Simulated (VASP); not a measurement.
# Ru (I4/mmm) in VASP: further runs

Ru is run at these levels: PBE; tasks: single point.

Everything below comes from runs of VASP 6.6.1. Logs are shortened: lines on timing, memory, paths and dates and some standing lists are left out, and cuts for length are marked.

**1. The cell of the first run**

Symmetry: I4/mmm, No. 139, tetragonal system. Conventional cell: a = 2.708 Å, b = 2.708 Å, c = 3.543 Å, α = 90.00°, β = 90.00°, γ = 90.00°. Within 3.4 Å of Ru (site symmetry 4/mmm) lie 12 Ru at 2.61 to 2.71 Å.

**2. Single point, PBE (strain -0.0750 x Voigt [0, 0, 1, 0, 0, 0])**

INCAR

```
ALGO = Fast
EDIFF = 1E-6
ENCUT = 520
GGA = PE
ISIF = 2
ISMEAR = 0
LASPH = True
LCHARG = False
LREAL = False
LWAVE = False
NBANDS = 13
NELM = 60
PREC = Accurate
SIGMA = 0.15
```

KPOINTS

```
k-points
0
Gamma
  22 22 22
```

POSCAR

```
Ru
1.0
    0.0000000000      1.9150000000      1.7713750000
    1.9150000000      0.0000000000      1.7713750000
    1.9150000000      1.9150000000      0.0000000000
Ru
1
Direct
    0.0000000000      0.0000000000      0.0000000000
```

Potentials or basis: VASP PAW PBE potentials, release 64 (Ru_pv).

The run is started by

```sh
> cat potpaw_PBE.64/Ru_pv/POTCAR > POTCAR
> mpirun -np 1 vasp_std > vasp.out
```

OUTCAR:

```text
EDIFF = 1E-6
   ENCUT = 520
   GGA = PE
   ISIF = 2
   ISMEAR = 0
   LASPH = True
   LREAL = False
   NELM = 60
   PREC = Accurate

 ion  position               nearest neighbor table
   1  0.000  0.000  0.000-

  LATTYP: Found a body centered tetragonal cell.
 ALAT       =     2.7082189719
 C/A-ratio  =     1.3081475452

  Lattice vectors:

 A1 = (   0.0000000000,  -1.9150000000,  -1.7713750000)
 A2 = (   0.0000000000,   1.9150000000,  -1.7713750000)
 A3 = (   1.9150000000,   0.0000000000,   1.7713750000)

Analysis of symmetry for initial positions (statically):
=====================================================================
 Subroutine PRICEL returns:
 Original cell was already a primitive cell.

 Routine SETGRP: Setting up the symmetry group for a
 body centered tetragonal supercell.

 Subroutine GETGRP returns: Found 16 space group operations
 (whereof 16 operations were pure point group operations)
 out of a pool of 16 trial point group operations.

The static configuration has the point symmetry D_4h.

Analysis of symmetry for dynamics (positions and initial velocities):
=====================================================================
 Subroutine PRICEL returns:
 Original cell was already a primitive cell.

 Routine SETGRP: Setting up the symmetry group for a
 body centered tetragonal supercell.

 Subroutine GETGRP returns: Found 16 space group operations
 (whereof 16 operations were pure point group operations)
 out of a pool of 16 trial point group operations.

The dynamic configuration has the point symmetry D_4h.

 Subroutine INISYM returns: Found 16 space group operations
 (whereof 16 operations are pure point group operations),
 and found     1 'primitive' translations

----------------------------------------------------------------------------------------

                                     Primitive cell

  volume of cell :      12.9921

  direct lattice vectors                    reciprocal lattice vectors
     0.000000000  1.915000000  1.771375000    -0.261096606  0.261096606  0.282266601
     1.915000000  0.000000000  1.771375000     0.261096606 -0.261096606  0.282266601
     1.915000000  1.915000000  0.000000000     0.261096606  0.261096606 -0.282266601

  length of vectors
     2.608638417  2.608638417  2.708218972     0.464776623  0.464776623  0.464776623

  position of ions in fractional coordinates (direct lattice)
     0.000000000  0.000000000  0.000000000

  ion indices of the primitive-cell ions
   primitive index   ion index
                 1           1

----------------------------------------------------------------------------------------

 KPOINTS: k-points

Automatic generation of k-mesh.
 Grid dimensions read from file:
 generate k-points for:   22   22   22

 Generating k-lattice:

  Cartesian coordinates                     Fractional coordinates (reciprocal lattice)
    -0.011868028  0.011868028  0.012830300     0.045454545  0.000000000  0.000000000
     0.011868028 -0.011868028  0.012830300     0.000000000  0.045454545  0.000000000
     0.011868028  0.011868028 -0.012830300    -0.000000000 -0.000000000  0.045454545

  Length of vectors
     0.021126210  0.021126210  0.021126210

  Shift w.r.t. Gamma in fractional coordinates (k-lattice)
     0.000000000  0.000000000  0.000000000

 Subroutine IBZKPT returns following result:
 ===========================================

 Found    834 irreducible k-points:

 Following reciprocal coordinates:
            Coordinates               Weight
  0.000000  0.000000  0.000000      1.000000
  0.045455  0.000000  0.000000      8.000000
  0.090909  0.000000  0.000000      8.000000
  0.136364  0.000000  0.000000      8.000000
  0.181818  0.000000  0.000000      8.000000
  0.227273 -0.000000  0.000000      8.000000
[... 16 lines left out ...]
  0.500000  0.045455  0.000000      8.000000
 -0.454545  0.045455  0.000000      8.000000
 [... further k-points ...]
   k-points           NKPTS =    834   k-points in BZ     NKDIM =    834   number of bands    NBANDS=     13
   number of dos      NEDOS =    301   number of ions     NIONS =      1
   total plane-waves  NPLWV =   8000
   dimension x,y,z NGX =    20 NGY =   20 NGZ =   20
   dimension x,y,z NGXF=    40 NGYF=   40 NGZF=   40
   ions per type =               1
   NGX,Y,Z   is equivalent  to a cutoff of  12.75, 12.75, 12.28 a.u.
   NGXF,Y,Z  is equivalent  to a cutoff of  25.49, 25.49, 24.55 a.u.
 SYSTEM =  unknown system
   PREC   = accura    normal or accurate (medium, high low for compatibility)
   ISTART =      0    job   : 0-new  1-cont  2-samecut
   ICHARG =      2    charge: 1-file 2-atom 10-const
   ISPIN  =      1    spin polarized calculation?
   LNONCOLLINEAR =      F non collinear calculations
   LSORBIT =      F    spin-orbit coupling
   LASPH  =      T    aspherical Exc in radial PAW
   ENCUT  =  520.0 eV  38.22 Ry    6.18 a.u.   4.85  4.85  5.04*2*pi/ulx,y,z
   NELM   =     60;   NELMIN=  2; NELMDL= -5     # of ELM steps
   EDIFF  = 0.1E-05   stopping-criterion for ELM
   LREAL  =      F    real-space projection
   EDIFFG = 0.1E-04   stopping-criterion for IOM
   NSW    =      0    number of steps for IOM
   IBRION =     -1    ionic relax: 0-MD 1-quasi-New 2-CG
   NFREE  =      0    steps in history (QN), initial steepest desc. (CG)
   ISIF   =      2    stress and relaxation
   ISYM   =      2    0-nonsym 1-usesym 2-fastsym
   POTIM  = 0.5000    time-step for ionic-motion
   TEBEG  =    0.0;   TEEND  =   0.0 temperature during run
   PSTRESS=    0.0 pullay stress
   NELECT =      14.0000    total number of electrons
   NUPDOWN=      -1.0000    fix difference up-down
   EMIN   =  10.00;   EMAX   =-10.00  energy-range for DOS
   EFERMI =   0.00;   METHOD = LEGACY
   ISMEAR =     0;   SIGMA  =   0.15  broadening in eV -4-tet -1-fermi 0-gaus
   EFERMI_NEDOS =   21; number of points for ismear=-14 and -15
   IALGO  =     68    algorithm
   IMIX   =      4    mixing-type and parameters
     AMIX     =   0.40;   BMIX     =  1.00
     AMIX_MAG =   1.60;   BMIX_MAG =  1.00
  volume/ion in A,a.u.               =      12.99        87.67
  Fermi-wavevector in a.u.,A,eV,Ry     =   1.678385  3.171687 38.327270  2.816975
  Thomas-Fermi vector in A             =   2.762483
   LORBIT       =      0    0 simple, 1 ext, 2 COOP (PROOUT), +10 PAW based schemes
   GGA     = PE    functional components
   LHFCALC =     F    Hartree Fock is set to
   AEXX    =    0.0000 exact exchange contribution
   IVDW    =     0    specifies the selected vdW correction
   LEPSILON=     F    determine dielectric tensor
   LRPA    =     F    only Hartree local field effects (RPA)
 non-spin polarized calculation
 RMM-DIIS sequential band-by-band and
 Gauss-broadening in eV      SIGMA  =   0.15
  energy-cutoff  :      520.00
  volume of cell :       12.99
 maximum number of plane-waves:       361
   NGX =  9   NGY =  9   NGZ =  9

 number of electron      14.0000001 magnetization

 Free energy of the ion-electron system (eV)
  ---------------------------------------------------
  ext. energy  EPLUGINS =         0.00000000
  ---------------------------------------------------
  free energy    TOTEN  =        -9.02442085 eV

  energy without entropy =       -9.01458349  energy(sigma->0) =       -9.01950217

 E-fermi :  13.5993     XC(G=0): -14.3928

 val. band max:       13.5968598290   @ k =   0.4091   0.0000   0.0000
 cond. band min:      13.6000726789   @ k =  -0.4091   0.3636   0.0909
 fundamental gap:      0.0032128499
 Fermi energy:        13.5992737413

 k-point     1 :       0.0000    0.0000    0.0000
  band No.  band energies     occupation
      1     -28.8554      2.00000
      2     -28.8554      2.00000
      3     -28.8461      2.00000
      4       5.4117      2.00000
      5      10.5433      2.00000
      6      10.5433      2.00000
      7      11.4958      2.00000
      8      12.8125      2.00000
      9      13.9567      0.00075
     10      24.0761      0.00000
     11      28.7049      0.00000
     12      33.6446      0.00000
     13      33.6446      0.00000

 k-point     2 :       0.0455    0.0000    0.0000
  band No.  band energies     occupation
      1     -28.8791      2.00000
      2     -28.8601      2.00000
      3     -28.8510      2.00000
      4       5.5052      2.00000
      5      10.5323      2.00000
      6      10.5826      2.00000
      7      11.4936      2.00000
      8      12.7968      2.00000
      9      13.9205      0.00246
     10      24.0761      0.00000
     11      28.8652      0.00000
     12      33.4721      0.00000
     13      33.7955      0.00000

 k-point     3 :       0.0909    0.0000    0.0000
  band No.  band energies     occupation
      1     -28.9559      2.00000
      2     -28.8741      2.00000
      3     -28.8574      2.00000
      4       5.7762      2.00000
      5      10.4857      2.00000
      6      10.6858      2.00000
      7      11.5108      2.00000
      8      12.7678      2.00000
      9      13.8248      0.03349
     10      24.0760      0.00000
     11      29.3171      0.00000
     12      32.8520      0.00000
     13      34.2403      0.00000
[... 305 lines left out ...]
 k-point    23 :       0.5000    0.0455    0.0000
  band No.  band energies     occupation
      1     -30.0854      2.00000
      2     -29.0931      2.00000
      3     -28.9649      2.00000
      4       7.2282      2.00000
      5      10.2406      2.00000
      6      11.1505      2.00000
      7      13.8852      0.00703
      8      15.7422      0.00000
      9      15.9492      0.00000
     10      24.0612      0.00000
     11      24.3138      0.00000
     12      28.3568      0.00000
     13      34.5895      0.00000

 k-point    24 :      -0.4545    0.0455    0.0000
  band No.  band energies     occupation
      1     -30.0725      2.00000
      2     -29.0867      2.00000
      3     -28.9695      2.00000
      4       7.2437      2.00000
      5      10.2456      2.00000
      6      11.1451      2.00000
      7      13.8881      0.00647
      8      15.5890      0.00000
      9      15.8757      0.00000
     10      24.0673      0.00000
     11      24.4684      0.00000
     12      28.4094      0.00000
     13      34.8935      0.00000

 [... further k-points ...]
[... 5 lines left out ...]
  --------------------------------------------------------------------------------------
  -------------------------------------------------------------------------------------
  Total        1.2510798      1.2510798      3.1686893      0.0000000      0.0000000      0.0000000
  in kB      154.2828046    154.2828046    390.7618732      0.0000000      0.0000000      0.0000000
  external PRESSURE =     233.1091608 kB  Pullay stress =       0.0000000 kB

 VOLUME and BASIS-vectors are now :
 -----------------------------------------------------------------------------
  energy-cutoff  :      520.00
  volume of cell :       12.99
      direct lattice vectors                 reciprocal lattice vectors
     0.000000000  1.915000000  1.771375000    -0.261096606  0.261096606  0.282266601
     1.915000000  0.000000000  1.771375000     0.261096606 -0.261096606  0.282266601
     1.915000000  1.915000000  0.000000000     0.261096606  0.261096606 -0.282266601

 POSITION                                       TOTAL-FORCE (eV/Angst)
 -----------------------------------------------------------------------------------
      0.00000      0.00000      0.00000         0.000000      0.000000     -0.000000
 -----------------------------------------------------------------------------------
    total drift:                                0.000000      0.000000      0.000000

  FREE ENERGIE OF THE ION-ELECTRON SYSTEM (eV)
  ---------------------------------------------------
  free  energy   TOTEN  =        -9.0244208547 eV

  energy  without entropy=       -9.0145834913  energy(sigma->0) =       -9.01950217
```

Run time: 3.2 min. Hardware: 1 thread of Intel Xeon 8259CL, shared host; peak memory 0.24 GiB.

Results:

```yaml
Free_energy: -9.0244 eV
Pressure: 23.3 GPa
Band_gap_on_the_k_mesh: zero (bands 7 and 8 overlap by 4.08 eV)
```

Levels at points of the mesh, in eV from the Fermi level:
```csv
k point,band 5,band 6,band 7,band 8,band 9,band 10
"(0.00, 0.00, 0.00)",-3.06,-3.06,-2.10,-0.79,0.36,10.48
"(0.50, 0.00, 0.00)",-3.44,-2.35,1.07,1.55,2.14,10.46
"(0.50, 0.50, 0.00)",-6.41,1.80,2.43,2.43,5.03,10.48
"(0.50, 0.00, 0.50)",-6.23,1.73,1.94,2.77,3.24,10.48
```

Caveat: the cell differs from its parent crystal (strain -0.0750 x Voigt [0, 0, 1, 0, 0, 0]); the cell stands under pressure.

[end of part 1 of 2]
